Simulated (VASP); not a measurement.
PdRh6, 7 atoms in the cell. The cell holds a slab with vacuum, 7 atoms: a = 2.710 Å, b = 3.832 Å, c = 24.129 Å, α = 90.00°, β = 90.00°, γ = 90.00°. 

- Program: VASP 6.6.1
- Task: single point
- Functional: PBE
- Potentials or basis: VASP PAW PBE potentials, release 64 (Pd, Rh_pv)
- Cutoff: 520 eV
- k mesh: 12 × 9 × 1
- Occupations: fermi-dirac, width 0.1 eV
- Spin: no spin polarisation
- Dipole correction: yes
- Further INCAR settings: ALGO = Normal; EDIFF = 1e-07; NBANDS = 59

Potentials or basis: VASP PAW PBE potentials, release 64 (Pd, Rh_pv).

Launch:

```sh
$ cat potpaw_PBE.64/Pd/POTCAR potpaw_PBE.64/Rh_pv/POTCAR > POTCAR
$ mpirun -np 1 vasp_std > vasp.out
```

Hardware: 1 thread of Intel(R) Xeon(R) Platinum 8488C (Sapphire Rapids), on a shared host.

Question: Estimate the wall time of this run.

Answer: Wall time 14 min on 1 thread of Intel(R) Xeon(R) Platinum 8488C (Sapphire Rapids), on a shared host, peak memory 0.54 GiB. Counts: scf iterations 36, k points 35.
